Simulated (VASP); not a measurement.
# Sn3As (P6/mmm) in VASP: a series of runs

Sn3As is run at these levels: PBE; tasks: single point, relaxation of cell and atoms.

Program: VASP 6.6.1. These are calculated values, not measurements. Logs are shortened: lines on timing, memory, paths and dates and some standing lists are left out, and cuts for length are marked.

## (1) The cell of the first run

The structure is hexagonal, space group P6/mmm (No. 191). The conventional cell has a = 5.127 Å, b = 5.127 Å, c = 5.786 Å, α = 90.00°, β = 90.00°, γ = 120.00°. Within 3.9 Å of Sn (site symmetry -6m2) lie 3 Sn at 2.96 Å and 3 As at 2.96 Å. Sn (site symmetry 6/mmm) has 2 As at 2.89 Å within 3.8 Å. Within 3.8 Å of As (site symmetry 6/mmm) lie 8 Sn at 2.89 to 2.96 Å.

The cell was generated, and may not be a known phase.

## (2) Single point, PBE

INCAR reads:

```
ALGO     = Fast           # electronic algorithm
EDIFF    = 1E-7           # SCF threshold, eV
ENCUT    = 520            # plane-wave cutoff, eV
GGA      = PE             # functional
ISIF     = 2              # what is computed and relaxed
ISMEAR   = 0              # smearing method
LASPH    = T              # aspherical terms in the spheres
LCHARG   = F              # write CHGCAR
LREAL    = F              # projectors in reciprocal space
LWAVE    = F              # write WAVECAR
NBANDS   = 32             # bands
NELM     = 60             # most SCF steps
PREC     = Accurate       # precision mode
SIGMA    = 0.1            # smearing width, eV
```

KPOINTS reads:

```
k-points
0
Gamma
  6 6 4
```

POSCAR reads:

```
Sn3As
1.0
    5.1274843900      0.0000000000      0.0000000000
   -2.5637422000      4.4405317400      0.0000000000
    0.0000000000      0.0000000000      5.7856471200
Sn As
3 1
Direct
    0.3333333300      0.6666666700      0.0000000000
    0.6666666700      0.3333333300      0.0000000000
    0.0000000000      0.0000000000      0.5000000000
    0.0000000000      0.0000000000      0.0000000000
```

Potentials or basis: VASP PAW PBE potentials, release 64 (Sn_d, As).

The run is started by

```console
$ cat potpaw_PBE.64/Sn_d/POTCAR potpaw_PBE.64/As/POTCAR > POTCAR
$ mpirun -np 1 vasp_std > vasp.out
```

OUTCAR:

```text
EDIFF = 1E-7
   ENCUT = 520
   GGA = PE
   ISIF = 2
   ISMEAR = 0
   LASPH = T
   LREAL = F
   NELM = 60
   PREC = Accurate

 ion  position               nearest neighbor table
   1  0.333  0.667  0.000-   2 2.96   2 2.96   4 2.96   4 2.96   4 2.96   2 2.96
   2  0.667  0.333  0.000-   1 2.96   1 2.96   4 2.96   4 2.96   4 2.96   1 2.96
   3  0.000  0.000  0.500-   4 2.89   4 2.89
   4  0.000  0.000  0.000-   3 2.89   3 2.89   1 2.96   2 2.96   2 2.96   1 2.96   2 2.96   1 2.96

  LATTYP: Found a hexagonal cell.
 ALAT       =     5.1274843900
 C/A-ratio  =     1.1283597725

  Lattice vectors:

 A1 = (   5.1274843900,   0.0000000000,   0.0000000000)
 A2 = (  -2.5637422000,   4.4405317400,   0.0000000000)
 A3 = (   0.0000000000,   0.0000000000,   5.7856471200)

Analysis of symmetry for initial positions (statically):
=====================================================================
 Subroutine PRICEL returns:
 Original cell was already a primitive cell.

 Routine SETGRP: Setting up the symmetry group for a
 hexagonal supercell.

 Subroutine GETGRP returns: Found 24 space group operations
 (whereof 24 operations were pure point group operations)
 out of a pool of 24 trial point group operations.

The static configuration has the point symmetry D_6h.

Analysis of symmetry for dynamics (positions and initial velocities):
=====================================================================
 Subroutine PRICEL returns:
 Original cell was already a primitive cell.

 Routine SETGRP: Setting up the symmetry group for a
 hexagonal supercell.

 Subroutine GETGRP returns: Found 24 space group operations
 (whereof 24 operations were pure point group operations)
 out of a pool of 24 trial point group operations.

The dynamic configuration has the point symmetry D_6h.

 Subroutine INISYM returns: Found 24 space group operations
 (whereof 24 operations are pure point group operations),
 and found     1 'primitive' translations

----------------------------------------------------------------------------------------

                                     Primitive cell

  volume of cell :     131.7320

  direct lattice vectors                    reciprocal lattice vectors
     5.127484390  0.000000000  0.000000000     0.195027410  0.112599128  0.000000000
    -2.563742200  4.440531740  0.000000000     0.000000000  0.225198255  0.000000000
     0.000000000  0.000000000  5.785647120     0.000000000  0.000000000  0.172841513

  length of vectors
     5.127484390  5.127484393  5.785647120     0.225198255  0.225198255  0.172841513

  position of ions in fractional coordinates (direct lattice)
     0.333333330  0.666666670  0.000000000
     0.666666670  0.333333330  0.000000000
     0.000000000  0.000000000  0.500000000
     0.000000000  0.000000000  0.000000000

  ion indices of the primitive-cell ions
   primitive index   ion index
                 1           1
                 2           2
                 3           3
                 4           4

----------------------------------------------------------------------------------------

 KPOINTS: k-points

Automatic generation of k-mesh.
 Grid dimensions read from file:
 generate k-points for:    6    6    4

 Generating k-lattice:

  Cartesian coordinates                     Fractional coordinates (reciprocal lattice)
     0.032504568  0.018766521  0.000000000     0.166666667  0.000000000  0.000000000
     0.000000000  0.037533043  0.000000000     0.000000000  0.166666667  0.000000000
     0.000000000  0.000000000  0.043210378     0.000000000  0.000000000  0.250000000

  Length of vectors
     0.037533043  0.037533043  0.043210378

  Shift w.r.t. Gamma in fractional coordinates (k-lattice)
     0.000000000  0.000000000  0.000000000

 Subroutine IBZKPT returns following result:
 ===========================================

 Found     21 irreducible k-points:

 Following reciprocal coordinates:
            Coordinates               Weight
  0.000000  0.000000  0.000000      1.000000
  0.166667  0.000000  0.000000      6.000000
  0.333333  0.000000  0.000000      6.000000
  0.500000  0.000000  0.000000      3.000000
  0.166667  0.166667  0.000000      6.000000
  0.333333  0.166667  0.000000     12.000000
[... 13 lines left out ...]
  0.333333  0.166667  0.500000     12.000000
  0.333333  0.333333  0.500000      2.000000
   k-points           NKPTS =     21   k-points in BZ     NKDIM =     21   number of bands    NBANDS=     32
   number of dos      NEDOS =    301   number of ions     NIONS =      4
   total plane-waves  NPLWV =  76800
   dimension x,y,z NGX =    40 NGY =   40 NGZ =   48
   dimension x,y,z NGXF=    80 NGYF=   80 NGZF=   96
   ions per type =               3   1
   NGX,Y,Z   is equivalent  to a cutoff of  12.97, 12.97, 13.79 a.u.
   NGXF,Y,Z  is equivalent  to a cutoff of  25.94, 25.94, 27.58 a.u.
 SYSTEM =  unknown system
   PREC   = accura    normal or accurate (medium, high low for compatibility)
   ISTART =      0    job   : 0-new  1-cont  2-samecut
   ICHARG =      2    charge: 1-file 2-atom 10-const
   ISPIN  =      1    spin polarized calculation?
   LNONCOLLINEAR =      F non collinear calculations
   LSORBIT =      F    spin-orbit coupling
   LASPH  =      T    aspherical Exc in radial PAW
   ENCUT  =  520.0 eV  38.22 Ry    6.18 a.u.   9.53  9.53 10.76*2*pi/ulx,y,z
   NELM   =     60;   NELMIN=  2; NELMDL= -5     # of ELM steps
   EDIFF  = 0.1E-06   stopping-criterion for ELM
   LREAL  =      F    real-space projection
   EDIFFG = 0.1E-05   stopping-criterion for IOM
   NSW    =      0    number of steps for IOM
   IBRION =     -1    ionic relax: 0-MD 1-quasi-New 2-CG
   NFREE  =      0    steps in history (QN), initial steepest desc. (CG)
   ISIF   =      2    stress and relaxation
   ISYM   =      2    0-nonsym 1-usesym 2-fastsym
   POTIM  = 0.5000    time-step for ionic-motion
   TEBEG  =    0.0;   TEEND  =   0.0 temperature during run
   PSTRESS=    0.0 pullay stress
   NELECT =      47.0000    total number of electrons
   NUPDOWN=      -1.0000    fix difference up-down
   EMIN   =  10.00;   EMAX   =-10.00  energy-range for DOS
   EFERMI =   0.00;   METHOD = LEGACY
   ISMEAR =     0;   SIGMA  =   0.10  broadening in eV -4-tet -1-fermi 0-gaus
   EFERMI_NEDOS =   21; number of points for ismear=-14 and -15
   IALGO  =     68    algorithm
   IMIX   =      4    mixing-type and parameters
     AMIX     =   0.40;   BMIX     =  1.00
     AMIX_MAG =   1.60;   BMIX_MAG =  1.00
  volume/ion in A,a.u.               =      32.93       222.24
  Fermi-wavevector in a.u.,A,eV,Ry     =   1.161120  2.194198 18.343363  1.348199
  Thomas-Fermi vector in A             =   2.297695
   LORBIT       =      0    0 simple, 1 ext, 2 COOP (PROOUT), +10 PAW based schemes
   GGA     = PE    functional components
   LHFCALC =     F    Hartree Fock is set to
   AEXX    =    0.0000 exact exchange contribution
   IVDW    =     0    specifies the selected vdW correction
   LEPSILON=     F    determine dielectric tensor
   LRPA    =     F    only Hartree local field effects (RPA)
 non-spin polarized calculation
 RMM-DIIS sequential band-by-band and
 Gauss-broadening in eV      SIGMA  =   0.10
  energy-cutoff  :      520.00
  volume of cell :      131.73
 maximum number of plane-waves:      3577
 NGX is ok and might be reduce to    40
   NGX = 19   NGY = 19   NGZ = 21

 number of electron      47.0000005 magnetization

 Free energy of the ion-electron system (eV)
  ---------------------------------------------------
  ext. energy  EPLUGINS =         0.00000000
  ---------------------------------------------------
  free energy    TOTEN  =       -14.11618324 eV

  energy without entropy =      -14.10000790  energy(sigma->0) =      -14.10809557

 E-fermi :   5.0712     XC(G=0):  -8.9503

 val. band max:        5.0326202980   @ k =   0.1667   0.1667   0.5000
 cond. band min:       5.0834357060   @ k =   0.1667   0.0000   0.0000
 fundamental gap:      0.0508154080
 Fermi energy:         5.0712258235

 k-point     1 :       0.0000    0.0000    0.0000
  band No.  band energies     occupation
      1     -16.8927      2.00000
      2     -16.8927      2.00000
      3     -16.8747      2.00000
      4     -16.8596      2.00000
      5     -16.8596      2.00000
      6     -16.6002      2.00000
[... 24 lines left out ...]
     31      10.5622      0.00000
     32      11.5360      0.00000

 k-point     2 :       0.1667    0.0000    0.0000
  band No.  band energies     occupation
      1     -16.8927      2.00000
      2     -16.8924      2.00000
      3     -16.8744      2.00000
      4     -16.8598      2.00000
      5     -16.8597      2.00000
      6     -16.6090      2.00000
[... 24 lines left out ...]
     31      10.9133      0.00000
     32      11.3994      0.00000

 k-point     3 :       0.3333    0.0000    0.0000
  band No.  band energies     occupation
      1     -16.8927      2.00000
      2     -16.8918      2.00000
      3     -16.8742      2.00000
      4     -16.8600      2.00000
      5     -16.8598      2.00000
      6     -16.6451      2.00000
[... 24 lines left out ...]
     31       9.9995      0.00000
     32      10.9515      0.00000

 k-point     4 :       0.5000    0.0000    0.0000
  band No.  band energies     occupation
      1     -16.8927      2.00000
      2     -16.8915      2.00000
      3     -16.8742      2.00000
      4     -16.8601      2.00000
      5     -16.8599      2.00000
      6     -16.6611      2.00000
[... 549 lines left out ...]
     31      10.7545      0.00000
     32      12.4661      0.00000

 k-point    20 :       0.3333    0.1667    0.5000
  band No.  band energies     occupation
      1     -16.8925      2.00000
      2     -16.8918      2.00000
      3     -16.8709      2.00000
      4     -16.8601      2.00000
      5     -16.8600      2.00000
      6     -16.6849      2.00000
[... 24 lines left out ...]
     31      11.1584      0.00000
     32      11.1806      0.00000

 k-point    21 :       0.3333    0.3333    0.5000
  band No.  band energies     occupation
      1     -16.8920      2.00000
      2     -16.8920      2.00000
      3     -16.8709      2.00000
      4     -16.8600      2.00000
      5     -16.8600      2.00000
      6     -16.7028      2.00000
[... 24 lines left out ...]
     31      11.3103      0.00000
     32      11.9235      0.00000

------------------------ aborting loop because EDIFF is reached ----------------------------------------

  FORCE on cell =-STRESS in cart. coord.  units (eV):
  Direction    XX          YY          ZZ          XY          YZ          ZX
  --------------------------------------------------------------------------------------
  -------------------------------------------------------------------------------------
  Total        3.9671030      3.9671030     -1.9847008     -0.0000000     -0.0000000      0.0000000
  in kB       48.2494966     48.2494966    -24.1387263     -0.0000001     -0.0000000      0.0000000
  external PRESSURE =      24.1200890 kB  Pullay stress =       0.0000000 kB

 VOLUME and BASIS-vectors are now :
 -----------------------------------------------------------------------------
  energy-cutoff  :      520.00
  volume of cell :      131.73
      direct lattice vectors                 reciprocal lattice vectors
     5.127484390  0.000000000  0.000000000     0.195027410  0.112599128  0.000000000
    -2.563742200  4.440531740  0.000000000     0.000000000  0.225198255  0.000000000
     0.000000000  0.000000000  5.785647120     0.000000000  0.000000000  0.172841513

 POSITION                                       TOTAL-FORCE (eV/Angst)
 -----------------------------------------------------------------------------------
     -0.00000      2.96035      0.00000         0.000000      0.000000      0.000000
      2.56374      1.48018      0.00000        -0.000000      0.000000      0.000000
      0.00000      0.00000      2.89282        -0.000000      0.000000      0.000000
      0.00000      0.00000      0.00000         0.000000      0.000000      0.000000
 -----------------------------------------------------------------------------------
    total drift:                                0.000000     -0.000000      0.000000

  FREE ENERGIE OF THE ION-ELECTRON SYSTEM (eV)
  ---------------------------------------------------
  free  energy   TOTEN  =       -14.1161832393 eV

  energy  without entropy=      -14.1000078983  energy(sigma->0) =      -14.10809557
```

It took 75 s on 1 thread of AMD EPYC 9R14 (Zen 4), shared host; peak memory 0.27 GiB.

What came out:

| Property | Result |
| --- | --- |
| Free energy | -14.1162 eV |
| Pressure | 2.4 GPa |
| Band gap on the k mesh | zero (an odd number of electrons rules out a gap without spin polarisation) |

Stress tensor (GPa, compression positive):
```
 4.82  0.00  0.00
 0.00  4.82  0.00
 0.00  0.00 -2.41
```

Caveat: the stress differs along the axes, from -2 to 5 GPa; spin-orbit coupling is left out, which moves the levels of the heavy elements.

(Part 1 of 2 ends here.)

The gap in the log of VASP goes by the Fermi energy; the results here count the filled bands.